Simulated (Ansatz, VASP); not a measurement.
**One calculation of Ta, two programs**

File INCAR:

```
PREC = Accurate
ENCUT = 520
EDIFF = 1E-6
ISMEAR = -1
SIGMA = 0.08
LREAL = F
LASPH = T
NELM = 80
ALGO = Normal
ISIF = 2
LWAVE = F
LCHARG = T
GGA = PE
LELF = T
LVHAR = T
NBANDS = 12
```

File KPOINTS:

```
regular mesh
0
Gamma
  17 17 17
```

File POSCAR:

```
Ta
1.0
   -1.6512800000      1.6512800000      1.7008184000
    1.6512800000     -1.6512800000      1.7008184000
    1.6512800000      1.6512800000     -1.7008184000
Ta
1
Direct
    0.0000000000      0.0000000000      0.0000000000
```

Input for Ansatz:

```yaml
crystal:
  lattice:
    - [-1.65128, 1.65128, 1.7008184]
    - [1.65128, -1.65128, 1.7008184]
    - [1.65128, 1.65128, -1.7008184]
  atoms:
    - { symbol: Ta, position: [0.0, 0.0, 0.0] }
kpoints:
  mp_grid: { grid: [17, 17, 17] }
  band_path:
    path:
      - [0.0, 0.0, 0.0]
      - [0.0, 0.0, 0.5]
      - [0.25, 0.25, 0.25]
      - [0.0, 0.5, 0.0]
      - [0.0, 0.0, 0.0]
      - [0.5, 0.5, -0.5]
      - [0.4856489773, 0.5143510227, -0.4856489773]
      - [-0.4856489773, 0.4856489773, 0.4856489773]
      - [0.0, 0.0, 0.0]
    npoints: 5
scf:
  occupations: { method: fermi_dirac, width: 0.08 }
hamiltonian:
  xc: pbe
  pseudopotentials: { kind: all_electron, lapw: { basis_error: 0.0005 } }
output:
  forces: true
  stress: true
  eigenvalues: true
```

Change from the starting cell: zz strain of +3 %.

Alike in both runs: task single point; functional PBE; k mesh 17 × 17 × 17; occupations fermi-dirac, width 0.08 eV; no spin polarisation.

```csv
,VASP,Ansatz
version,VASP 6.6.1,Ansatz 0.2.0
potentials or method,"VASP PAW PBE potentials, release 64 (Ta_pv), cutoff 520 eV","all-electron LAPW, scalar-relativistic"
```

|  | VASP | Ansatz | Ansatz less VASP |
| --- | --- | --- | --- |
| pressure (GPa) | -2.5 | -2.6 | -0.09 |
| traceless stress, the component that is largest in VASP (GPa) | -1.86 | -1.87 | -0.006 |

Ansatz ran all-electron here, and VASP with PAW potentials.

Spin-orbit coupling is off throughout.
